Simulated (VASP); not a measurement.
The system is CuO.

```
Cu O
1.0
     2.34185   -1.71130    0.00000
     2.34185    1.71130    0.00000
    -0.85003    0.00000    5.05787
Cu O
2 2
Direct
  0.00000 0.50000 0.00000
  0.50000 0.00000 0.50000
  0.58160 0.41840 0.25000
  0.41840 0.58160 0.75000
```

```yaml
Program: VASP 6.6.1
Task: relaxation of cell and atoms
Functional: PBE
Potentials_or_basis: VASP PAW PBE potentials, release 64 (Cu, O)
Cutoff: 600 eV
k_mesh: 6 × 6 × 4
Occupations: gaussian, width 0.1 eV
Spin: collinear spin
Starting_moments: "[1.0, 1.0, 0.0, 0.0] μB"
```

At the start: pressure 6.3 GPa; volume 10.13 Å³/atom.

Task: How do energy, volume and symmetry change on relaxing?

Result: Over 18 steps the energy falls by 50.4 meV/atom and the volume is 11.17 Å³/atom (+10.3 %); space group C2/c (No. 15, to 0.1 Å) before and after; moment 0.00 μB per cell.

The path:
| step | energy change (eV) | largest force (eV/Å) | pressure (GPa) | volume (Å³) |
| --- | --- | --- | --- | --- |
| 1 | 0.0000 | 0.2463 | 6.32 | 40.54 |
| 2 | -0.0309 | 0.3368 | -2.94 | 42.93 |
| 3 | -0.0358 | 0.3105 | -0.60 | 42.26 |
| 4 | -0.0519 | 0.2535 | -0.50 | 42.44 |
| 5 | -0.0825 | 0.0526 | 0.31 | 42.95 |
| 6 | -0.0432 | 0.4533 | 2.61 | 43.87 |
| 7 | -0.0860 | 0.0696 | 0.83 | 43.17 |
| 8 | -0.0984 | 0.0515 | 0.38 | 43.47 |
| 9 | -0.1282 | 0.0112 | -0.95 | 44.35 |
| 10 | -0.1526 | 0.0148 | -3.65 | 45.98 |
| 11 | -0.1693 | 0.0087 | -2.59 | 45.73 |
| 12 | -0.1849 | 0.0075 | -0.99 | 45.30 |
| 13 | -0.1808 | 0.0330 | 2.20 | 44.34 |
| 14 | -0.1890 | 0.0106 | 0.44 | 44.91 |
| 15 | -0.1959 | 0.0198 | -0.19 | 44.99 |
| 16 | -0.1996 | 0.0321 | -1.29 | 45.11 |
| 17 | -0.1998 | 0.0301 | -1.11 | 45.09 |
| 18 | -0.2016 | 0.0251 | 0.09 | 44.70 |

Final structure:
```yaml
crystal:
  lattice:
    - [2.08925, -2.06279, 0.14706]
    - [2.08925, 2.06279, 0.14706]
    - [-0.45685, 0.00000, 5.15336]
  atoms:
    - { symbol: Cu, position: [0.00000, 0.50000, 0.00000] }
    - { symbol: Cu, position: [0.50000, 0.00000, 0.50000] }
    - { symbol: O, position: [0.50574, 0.49426, 0.25000] }
    - { symbol: O, position: [0.49426, 0.50574, 0.75000] }
```

Caveat: the k points lie up to 0.36 Å⁻¹ apart in the final cell, too coarse for converged energies and pressures of a metal.
